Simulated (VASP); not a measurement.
# Mo (Im-3m) in VASP: notebook, part 2 of 2

VASP 6.6.1. Earlier steps stand in the parts before.

**3. Relaxation of cell and atoms, r2SCAN+D3(BJ)**

This run uses another cell than the first one, of 15.89 Å³/atom.

The input, POSCAR:

```
Mo
1.0
   -1.5838089719      1.5838089719      1.5838089719
    1.5838089719     -1.5838089719      1.5838089719
    1.5838089719      1.5838089719     -1.5838089719
Mo
1
Direct
    0.0000000000      0.0000000000      0.0000000000
```

The input, INCAR.step1:

```
PREC = Accurate
ENCUT = 600
ISMEAR = -1
SIGMA = 0.05
LREAL = F
LASPH = T
NELM = 80
GGA = PE
ALGO = Normal
EDIFF = 1E-4
LWAVE = T
LCHARG = F
```

The input, INCAR.step2:

```
PREC = Accurate
ENCUT = 600
EDIFF = 1E-6
ISMEAR = -1
SIGMA = 0.05
LREAL = F
LASPH = T
NELM = 80
ALGO = Normal
ISIF = 3
LWAVE = F
LCHARG = F
METAGGA = R2SCAN
LMIXTAU = T
IVDW = 12
VDW_S6 = 1.0
VDW_S8 = 0.78981345
VDW_A1 = 0.49484001
VDW_A2 = 5.73083694
IBRION = 2
NSW = 60
EDIFFG = -0.01
ISTART = 1
```

The input, KPOINTS:

```
Automatic mesh
0
Gamma
  12 12 12
```

Potentials or basis: VASP PAW PBE potentials, release 64 (Mo_sv).

Run with:

```bash
cat potpaw_PBE.64/Mo_sv/POTCAR > POTCAR
cp INCAR.step1 INCAR
mpirun -np 1 vasp_std > vasp.out
cp INCAR.step2 INCAR
mpirun -np 1 vasp_std > vasp.out
```

OUTCAR:

```text
PREC = Accurate
   ENCUT = 600
   EDIFF = 1E-6
   ISMEAR = -1
   LREAL = F
   LASPH = T
   NELM = 80
   ISIF = 3
   METAGGA = R2SCAN
   IVDW = 12
   IBRION = 2
   NSW = 60
   EDIFFG = -0.01
   ISTART = 1
 IVDW          = 12

 ion  position               nearest neighbor table
   1  0.000  0.000  0.000-

  LATTYP: Found a body centered cubic cell.
 ALAT       =     3.1676179438

  Lattice vectors:

 A1 = (  -1.5838089719,   1.5838089719,   1.5838089719)
 A2 = (   1.5838089719,  -1.5838089719,   1.5838089719)
 A3 = (   1.5838089719,   1.5838089719,  -1.5838089719)

Analysis of symmetry for initial positions (statically):
=====================================================================
 Subroutine PRICEL returns:
 Original cell was already a primitive cell.

 Routine SETGRP: Setting up the symmetry group for a
 body centered cubic supercell.

 Subroutine GETGRP returns: Found 48 space group operations
 (whereof 48 operations were pure point group operations)
 out of a pool of 48 trial point group operations.

The static configuration has the point symmetry O_h .

Analysis of symmetry for dynamics (positions and initial velocities):
=====================================================================
 Subroutine PRICEL returns:
 Original cell was already a primitive cell.

 Routine SETGRP: Setting up the symmetry group for a
 body centered cubic supercell.

 Subroutine GETGRP returns: Found 48 space group operations
 (whereof 48 operations were pure point group operations)
 out of a pool of 48 trial point group operations.

The dynamic configuration has the point symmetry O_h .

 Subroutine INISYM returns: Found 48 space group operations
 (whereof 48 operations are pure point group operations),
 and found     1 'primitive' translations

----------------------------------------------------------------------------------------

                                     Primitive cell

  volume of cell :      15.8916

  direct lattice vectors                    reciprocal lattice vectors
[... 99 lines left out ...]
   EFERMI =   0.00;   METHOD = LEGACY
   ISMEAR =    -1;   SIGMA  =   0.05  broadening in eV -4-tet -1-fermi 0-gaus
   EFERMI_NEDOS =   21; number of points for ismear=-14 and -15
   IALGO  =     38    algorithm
   IMIX   =      4    mixing-type and parameters
     AMIX     =   0.40;   BMIX     =  1.00
     AMIX_MAG =   1.60;   BMIX_MAG =  1.00
  volume/ion in A,a.u.               =      15.89       107.24
  Fermi-wavevector in a.u.,A,eV,Ry     =   1.569380  2.965698 33.510508  2.462953
  Thomas-Fermi vector in A             =   2.671271
   LORBIT       =      0    0 simple, 1 ext, 2 COOP (PROOUT), +10 PAW based schemes
   METAGGA = R2SCAN    functional components
   LHFCALC =     F    Hartree Fock is set to
   AEXX    =    0.0000 exact exchange contribution
   IVDW    =    12    specifies the selected vdW correction
   LEPSILON=     F    determine dielectric tensor
   LRPA    =     F    only Hartree local field effects (RPA)
 conjugate gradient relaxation of ions
 non-spin polarized calculation
  energy-cutoff  :      600.00
  volume of cell :       15.89
 maximum number of plane-waves:       555
 NGX is ok and might be reduce to    24
   NGX = 11   NGY = 11   NGZ = 11

--------------------------------------- Ionic step        1  -------------------------------------------

 number of electron      14.0000002 magnetization

 Free energy of the ion-electron system (eV)
  ---------------------------------------------------
  ext. energy  EPLUGINS =         0.00000000
  ---------------------------------------------------
  free energy    TOTEN  =       -26.09206264 eV

  energy without entropy =      -26.08943891  energy(sigma->0) =      -26.09075077

------------------------ aborting loop because EDIFF is reached ----------------------------------------

 Edisp (eV)   -0.33150

 E8    (eV) :    -0.1251
[... 108 lines left out ...]
--------------------------------------- Ionic step        4  -------------------------------------------

 number of electron      14.0000001 magnetization

 Free energy of the ion-electron system (eV)
  ---------------------------------------------------
  ext. energy  EPLUGINS =         0.00000000
  ---------------------------------------------------
  free energy    TOTEN  =       -26.09220823 eV

  energy without entropy =      -26.08957421  energy(sigma->0) =      -26.09089122

 E-fermi :  12.6781     XC(G=0): -14.6937

 val. band max:       12.6746138401   @ k =  -0.1667   0.2500   0.0833
 cond. band min:      12.6886234290   @ k =  -0.3333   0.3333   0.2500
 fundamental gap:      0.0140095889
 Fermi energy:        12.6780873203

 k-point     1 :       0.0000    0.0000    0.0000
  band No.  band energies     occupation
      1     -50.5285      2.00000
      2     -22.9779      2.00000
      3     -22.9779      2.00000
      4     -22.9779      2.00000
      5       5.0028      2.00000
      6      11.2537      2.00000
      7      11.2537      2.00000
      8      11.2538      2.00000
      9      14.6269      0.00000
     10      14.6269      0.00000
     11      28.2024      0.00000
[... 309 lines left out ...]
 k-point    24 :       0.4167    0.0833    0.0833
  band No.  band energies     occupation
      1     -50.2185      2.00000
      2     -24.4259      2.00000
      3     -23.5425      2.00000
      4     -23.0951      2.00000
      5       7.6510      2.00000
      6       9.0548      2.00000
      7      12.9618      0.00684
      8      14.7875      0.00000
      9      15.3516      0.00000
     10      19.3781      0.00000
     11      24.4956      0.00000

 [... further k-points ...]

------------------------ aborting loop because EDIFF is reached ----------------------------------------

 Edisp (eV)   -0.34011

 E8    (eV) :    -0.1283
[... 24 lines left out ...]
  FREE ENERGIE OF THE ION-ELECTRON SYSTEM (eV)
  ---------------------------------------------------
  free  energy   TOTEN  =       -26.4323205015 eV

  energy  without entropy=      -26.4296864786  energy(sigma->0) =      -26.43100349

 reached required accuracy - stopping structural energy minimisation
```

OUTCAR.step1:

```text
PREC = Accurate
   ENCUT = 600
   ISMEAR = -1
   LREAL = F
   LASPH = T
   NELM = 80
[... 550 lines left out ...]

 POSITION                                       TOTAL-FORCE (eV/Angst)
 -----------------------------------------------------------------------------------
      0.00000      0.00000      0.00000         0.000000      0.000000     -0.000000
 -----------------------------------------------------------------------------------
    total drift:                                0.000000      0.000000      0.000000

  FREE ENERGIE OF THE ION-ELECTRON SYSTEM (eV)
  ---------------------------------------------------
  free  energy   TOTEN  =       -10.9512857810 eV

  energy  without entropy=      -10.9487244254  energy(sigma->0) =      -10.95000510
```

Wall time 8.3 min (1 thread of AMD EPYC 7R13, shared host); peak memory 0.14 GiB.

Results:

```
Free energy                           : -26.4323 eV
Relaxed volume                        : 15.49 Å³/atom
Relaxed cell                          : a = 2.720 Å, b = 2.720 Å, c = 2.720 Å, α = 109.47°, β = 109.47°, γ = 109.47°
Space group after relaxing (to 0.1 Å) : Im-3m (No. 229)
Energy gained by relaxing             : 8.8 meV/atom
Ionic steps                           : 4
Pressure after relaxing               : 0.0 GPa
Band gap on the k mesh                : zero (bands 7 and 8 overlap by 5.64 eV)
Dispersion energy per atom            : -0.340 eV
```

The path:
```tsv
step	energy change (eV)	largest force (eV/Å)	pressure (GPa)	volume (Å³)
1	0.0000	0.0000	-6.84	15.89
2	0.0712	0.0000	24.66	14.38
3	-0.0088	0.0000	-0.20	15.50
4	-0.0088	0.0000	-0.01	15.49
```

Final structure:
```
Mo
1.0
    -1.57044    1.57044    1.57044
     1.57044   -1.57044    1.57044
     1.57044    1.57044   -1.57044
Mo
1
Direct
  0.00000 0.00000 0.00000
```

Caveat: the PAW data sets were made with another functional, which shifts forces and pressure a little.

**4. Single point, PBEsol, non-collinear spin, zero start, spin-orbit coupling**

This run uses another cell than the first one, of 15.89 Å³/atom.

The input, INCAR:

```
SYSTEM = Mo
ALGO = Normal ; EDIFF = 1E-6
ENCUT = 520 ; GGA = PS
GGA_COMPAT = .False. ; ISIF = 2
ISMEAR = -1 ; LASPH = .True.
LCHARG = .False. ; LMAXMIX = 4
LNONCOLLINEAR = .True. ; LORBIT = 11
LORBMOM = .True. ; LREAL = .False.
LSORBIT = .True. ; LWAVE = .False.
MAGMOM = 0 0 0 ; NBANDS = 25
NELM = 150 ; PREC = Accurate
SIGMA = 0.05
```

The input, KPOINTS:

```
k-points
0
Gamma
  12 12 12
  0 0 0
```

POSCAR is that of step 3.

Run with:

```bash
cat potpaw_PBE.64/Mo_sv/POTCAR > POTCAR
mpirun -np 1 vasp_ncl > vasp.out
```

Run time: 93 s. Hardware: 1 thread of AMD EPYC 7R13, shared host; peak memory 0.15 GiB.

Results (log left out):

- Free energy: -11.8823 eV
- Pressure: -9.0 GPa
- Net moment: 0.00 μB per cell
- Valence electrons inside the program's atomic spheres: Mo 12.47

Moments on the atoms (μB; x, y, z):
```
Mo  0.00 0.00 0.00
```

Caveat: the cell stands under tension; the PAW data sets were made with another functional, which shifts forces and pressure a little.

**5. Single point, PBEsol, non-collinear spin, zero start, spin-orbit coupling**

This run uses another cell than the first one, of 16.21 Å³/atom.

The input, INCAR:

```
SYSTEM = Mo
  PREC = Accurate
  ENCUT = 520
  EDIFF = 1E-7
  ISMEAR = -1
  SIGMA = 0.05
  LREAL = .False.
  LASPH = .True.
  NELM = 150
  ALGO = Normal
  ISIF = 2
  LWAVE = .False.
  LCHARG = .False.
  LNONCOLLINEAR = .True.
  MAGMOM = 0 0 0
  LORBIT = 11
  LSORBIT = .True.
  GGA_COMPAT = .False.
  LORBMOM = .True.
  LMAXMIX = 4
  GGA = PS
  NBANDS = 25
```

The input, KPOINTS:

```
regular mesh
0
Gamma
  12 12 12
  0 0 0
```

The input, POSCAR:

```
Mo
1.0
   -1.5942980787      1.5942980787      1.5942980787
    1.5942980787     -1.5942980787      1.5942980787
    1.5942980787      1.5942980787     -1.5942980787
Mo
1
Direct
    0.0000000000      0.0000000000      0.0000000000
```

Potentials or basis: VASP PAW PBE potentials, release 64 (Mo_sv).

Run with:

```bash
cat potpaw_PBE.64/Mo_sv/POTCAR > POTCAR
mpirun -np 1 vasp_ncl > vasp.out
```

OUTCAR:

```text
SYSTEM = Mo
   PREC = Accurate
   ENCUT = 520
   EDIFF = 1E-7
   ISMEAR = -1
   LREAL = .False.
   LASPH = .True.
   NELM = 150
   ISIF = 2
   LNONCOLLINEAR = .True.
   LORBIT = 11
   LSORBIT = .True.
   GGA = PS

 ion  position               nearest neighbor table
   1  0.000  0.000  0.000-

  LATTYP: Found a body centered cubic cell.
 ALAT       =     3.1885961574

  Lattice vectors:

 A1 = (  -1.5942980787,   1.5942980787,   1.5942980787)
 A2 = (   1.5942980787,  -1.5942980787,   1.5942980787)
 A3 = (   1.5942980787,   1.5942980787,  -1.5942980787)

Analysis of symmetry for initial positions (statically):
=====================================================================
 Subroutine PRICEL returns:
 Original cell was already a primitive cell.

 Routine SETGRP: Setting up the symmetry group for a
 body centered cubic supercell.

 Subroutine GETGRP returns: Found 48 space group operations
 (whereof 48 operations were pure point group operations)
 out of a pool of 48 trial point group operations.

The static configuration has the point symmetry O_h .

Analysis of symmetry for dynamics (positions and initial velocities):
=====================================================================
 Subroutine PRICEL returns:
 Original cell was already a primitive cell.

 Routine SETGRP: Setting up the symmetry group for a
 body centered cubic supercell.

 Subroutine GETGRP returns: Found 48 space group operations
 (whereof 48 operations were pure point group operations)
 out of a pool of 48 trial point group operations.

The dynamic configuration has the point symmetry O_h .

Analysis of structural, dynamic, and magnetic symmetry:
=====================================================================
 Subroutine PRICEL returns:
 Original cell was already a primitive cell.

 Routine SETGRP: Setting up the symmetry group for a
 body centered cubic supercell.

 Subroutine GETGRP returns: Found 48 space group operations
 (whereof 48 operations were pure point group operations)
 out of a pool of 48 trial point group operations.

The overall configuration has the point symmetry O_h .

 Subroutine INISYM returns: Found 48 space group operations
 (whereof 48 operations are pure point group operations),
 and found     1 'primitive' translations

----------------------------------------------------------------------------------------

                                     Primitive cell

  volume of cell :      16.2095

  direct lattice vectors                    reciprocal lattice vectors
    -1.594298079  1.594298079  1.594298079     0.000000000  0.313617639  0.313617639
     1.594298079 -1.594298079  1.594298079     0.313617639  0.000000000  0.313617639
     1.594298079  1.594298079 -1.594298079     0.313617639  0.313617639  0.000000000

  length of vectors
     2.761405275  2.761405275  2.761405275     0.443522319  0.443522319  0.443522319

  position of ions in fractional coordinates (direct lattice)
     0.000000000  0.000000000  0.000000000

  ion indices of the primitive-cell ions
   primitive index   ion index
                 1           1

----------------------------------------------------------------------------------------

[... 97 lines left out ...]
   IVDW    =     0    specifies the selected vdW correction
   LEPSILON=     F    determine dielectric tensor
   LRPA    =     F    only Hartree local field effects (RPA)
  energy-cutoff  :      520.00
  volume of cell :       16.21
 maximum number of plane-waves:       932
 NGX is ok and might be reduce to    24
   NGX = 11   NGY = 11   NGZ = 11

 number of electron      14.0000000 magnetization       0.0000000      0.0000000      0.0000000

 number of electron      14.0000000 magnetization       0.0000000     -0.0000000     -0.0000000

 number of electron      14.0000000 magnetization      -0.0000000      0.0000000      0.0000000

 Free energy of the ion-electron system (eV)
  ---------------------------------------------------
  ext. energy  EPLUGINS =         0.00000000
  ---------------------------------------------------
  free energy    TOTEN  =       -11.85987080 eV

  energy without entropy =      -11.85732898  energy(sigma->0) =      -11.85859989

 E-fermi :  11.8449     XC(G=0): -13.3240

 val. band max:       11.8074636728   @ k =  -0.1667   0.2500   0.0833
 cond. band min:      11.9051296440   @ k =  -0.3333   0.3333   0.2500
 fundamental gap:      0.0976659712
 Fermi energy:        11.8448940449

 k-point     1 :       0.0000    0.0000    0.0000
  band No.  band energies     occupation
      1     -49.2984      1.00000
      2     -49.2984      1.00000
      3     -24.3589      1.00000
      4     -24.3589      1.00000
      5     -21.8383      1.00000
      6     -21.8383      1.00000
[... 661 lines left out ...]
     24      24.2355      0.00000
     25      27.4033      0.00000

 [... further k-points ...]

------------------------ aborting loop because EDIFF is reached ----------------------------------------

  FORCE on cell =-STRESS in cart. coord.  units (eV):
  Direction    XX          YY          ZZ          XY          YZ          ZX
  --------------------------------------------------------------------------------------
  -------------------------------------------------------------------------------------
  Total       -1.3818626     -1.3818626     -1.3818626     -0.0000000      0.0000000      0.0000000
  in kB     -136.5862158   -136.5862158   -136.5862158     -0.0000000      0.0000000      0.0000000
  external PRESSURE =    -136.5862158 kB  Pullay stress =       0.0000000 kB

 VOLUME and BASIS-vectors are now :
 -----------------------------------------------------------------------------
  energy-cutoff  :      520.00
  volume of cell :       16.21
      direct lattice vectors                 reciprocal lattice vectors
    -1.594298079  1.594298079  1.594298079     0.000000000  0.313617639  0.313617639
     1.594298079 -1.594298079  1.594298079     0.313617639  0.000000000  0.313617639
     1.594298079  1.594298079 -1.594298079     0.313617639  0.313617639  0.000000000

 POSITION                                       TOTAL-FORCE (eV/Angst)
 -----------------------------------------------------------------------------------
      0.00000      0.00000      0.00000         0.000000     -0.000000      0.000000
 -----------------------------------------------------------------------------------
    total drift:                                0.000000      0.000000      0.000000

  FREE ENERGIE OF THE ION-ELECTRON SYSTEM (eV)
  ---------------------------------------------------
  free  energy   TOTEN  =       -11.8598707992 eV

  energy  without entropy=      -11.8573289762  energy(sigma->0) =      -11.85859989

 orbital moment (x)

 # of ion     p       d       tot
 ----------------------------------------
  1         0.000   0.000   0.000
 ----------------------------------------
            0.000   0.000   0.000

 orbital moment (y)

 # of ion     p       d       tot
 ----------------------------------------
  1         0.000  -0.000  -0.000
 ----------------------------------------
            0.000  -0.000  -0.000

 orbital moment (z)

 # of ion     p       d       tot
 ----------------------------------------
  1         0.000   0.000   0.000
 ----------------------------------------
            0.000   0.000   0.000

 Spin-Orbit-Coupling matrix elements

 Ion:    1  E_soc:     -0.2069038
 l=   1
     0.0000000    -0.0301785    -0.0301785
    -0.0301785     0.0000000    -0.0301785
    -0.0301785    -0.0301785     0.0000000
 l=   2
     0.0000000    -0.0010949     0.0000000    -0.0010949    -0.0032106
    -0.0010949     0.0000000    -0.0024079    -0.0010949    -0.0008026
     0.0000000    -0.0024079     0.0000000    -0.0024079     0.0000000
    -0.0010949    -0.0010949    -0.0024079     0.0000000    -0.0008026
    -0.0032106    -0.0008026     0.0000000    -0.0008026     0.0000000
 l=   3
     0.0000000     0.0000000     0.0000000     0.0000000     0.0000000     0.0000000     0.0000000
     0.0000000     0.0000000     0.0000000     0.0000000     0.0000000     0.0000000     0.0000000
     0.0000000     0.0000000     0.0000000     0.0000000     0.0000000     0.0000000     0.0000000
     0.0000000     0.0000000     0.0000000     0.0000000     0.0000000     0.0000000     0.0000000
     0.0000000     0.0000000     0.0000000     0.0000000     0.0000000     0.0000000     0.0000000
     0.0000000     0.0000000     0.0000000     0.0000000     0.0000000     0.0000000     0.0000000
     0.0000000     0.0000000     0.0000000     0.0000000     0.0000000     0.0000000     0.0000000

 total charge

# of ion       s       p       d       tot
------------------------------------------
    1        2.372   6.193   3.861  12.426

 magnetization (x)

# of ion       s       p       d       tot
------------------------------------------
    1        0.000   0.000   0.000   0.000

 magnetization (y)

# of ion       s       p       d       tot
------------------------------------------
    1        0.000   0.000  -0.000  -0.000

 magnetization (z)

# of ion       s       p       d       tot
------------------------------------------
    1        0.000   0.000   0.000   0.000
```

Wall time 2.4 min (1 thread of AMD EPYC 7R13, shared host); peak memory 0.19 GiB.

Results:

| Quantity | Value |
| --- | --- |
| Free energy | -11.8599 eV |
| Pressure | -13.7 GPa |
| Net moment | 0.00 μB per cell |
| Valence electrons inside the program's atomic spheres | Mo 12.43 |

Moments on the atoms (μB; x, y, z):
```
Mo  0.00 0.00 0.00
```

Caveat: the cell stands under tension; the PAW data sets were made with another functional, which shifts forces and pressure a little.

**6. Summary**

| task | level | spin | cell | cutoff (eV) | pressure (GPa) | moment (μB) |
| --- | --- | --- | --- | --- | --- | --- |
| single point | PBEsol | non-collinear, zero start, SOC | a = 2.725 Å, angles 109.5°, 1 atom | 520 | -3.9 | 0.00 |
| relaxation of cell and atoms | r2SCAN+D3(BJ) | off | relaxed from a = 2.743 Å, angles 109.5°, 1 atom | 600 | 0.0 | - |
| single point | PBEsol | non-collinear, zero start, SOC | a = 2.743 Å, angles 109.5°, 1 atom | 520 | -9.0 | 0.00 |
| single point | PBEsol | non-collinear, zero start, SOC | a = 2.761 Å, angles 109.5°, 1 atom | 520 | -13.7 | 0.00 |

Alike in all rows: potentials or basis VASP PAW PBE potentials, release 64 (Mo_sv); k mesh 12 × 12 × 12; smearing fermi-dirac 0.05 eV.

Caveats: the PAW data sets were made with another functional, which shifts forces and pressure a little; the cell stands under tension (at least some runs).

Absolute energies hang on the potentials; compare differences alone.
